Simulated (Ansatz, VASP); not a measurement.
# Pt3C2: VASP beside Ansatz

File INCAR:

```
PREC     = Accurate       # precision mode
ENCUT    = 600            # plane-wave cutoff, eV
EDIFF    = 1E-6           # SCF threshold, eV
ISMEAR   = 0              # smearing method
SIGMA    = 0.1            # smearing width, eV
LREAL    = False          # projectors in reciprocal space
LASPH    = True           # aspherical terms in the spheres
NELM     = 100            # most SCF steps
ALGO     = Normal         # electronic algorithm
ISIF     = 3              # what is computed and relaxed
LWAVE    = False          # write WAVECAR
LCHARG   = False          # write CHGCAR
GGA      = PE             # functional
IBRION   = 2              # ionic algorithm
NSW      = 100            # ionic steps
EDIFFG   = -0.01          # ionic threshold
```

File KPOINTS:

```
Automatic mesh
0
Gamma
  12 12 14
```

The input POSCAR:

```
Pt3C2
1.0
    5.4953812137      0.0000000000      0.0000000000
   -2.7476906069      4.7591397346      0.0000000000
    0.0000000000      0.0000000000      2.6269521154
Pt C
3 2
Direct
    0.5000000000      0.0000000000      0.5000000000
    0.0000000000      0.5000000000      0.5000000000
    0.5000000000      0.5000000000      0.5000000000
    0.0000000000      0.0000000000      0.0000000000
    0.0000000000      0.0000000000      0.5000000000
```

Input for Ansatz:

```yaml
crystal:
  lattice:
    - [5.4953812137, 0.0, 0.0]
    - [-2.7476906069, 4.7591397346, 0.0]
    - [0.0, 0.0, 2.6269521154]
  atoms:
    - { symbol: Pt, position: [0.5, 0.0, 0.5] }
    - { symbol: Pt, position: [0.0, 0.5, 0.5] }
    - { symbol: Pt, position: [0.5, 0.5, 0.5] }
    - { symbol: C, position: [0.0, 0.0, 0.0] }
    - { symbol: C, position: [0.0, 0.0, 0.5] }
basis:
  ecutwfc: 420
kpoints:
  mp_grid: { grid: [12, 12, 14] }
hamiltonian:
  xc: pbe
scf:
  occupations: { method: gaussian, width: 0.1 }
output:
  forces: true
  stress: true
  eigenvalues: true
  write_density: true
  write_potential: true
  elf: true
  volumetric_format: npy
relax:
  adjacent_minimum: "off"
  f_tol: 0.01
  max_steps: 80
  cell: { stress_tol: 0.05 }
```

Alike in both runs: task relaxation of cell and atoms; functional PBE; k mesh 12 × 12 × 14; occupations gaussian, width 0.1 eV; no spin polarisation.

```csv
,VASP,Ansatz
version,VASP 6.6.1,Ansatz 0.2.0
potentials or method,"VASP PAW PBE potentials, release 64 (Pt, C), cutoff 600 eV","scalar-relativistic, plane waves, PAW"
valence electrons in the cell,38,62
```

VASP gave:

| Quantity | Value |
| --- | --- |
| gap on the k mesh at the Fermi level, each at its own relaxed structure (eV) | none |
| relaxed volume (Å³/atom) | 13.74 |
| relaxed length of the cell vector where the two differ most in proportion (Å) | 5.502 |

Estimate Ansatz's values.

gap on the k mesh at the Fermi level, each at its own relaxed structure (eV): none; relaxed volume (Å³/atom): 13.76; relaxed length of the cell vector where the two differ most in proportion (Å): 5.506.

A gap of «none» marks a metal or a gap that the smearing closes. VASP's potentials hold 38 valence electrons a cell and Ansatz's 62, so a difference there can come from the potentials and not from the codes.

Spin-orbit coupling is off throughout.
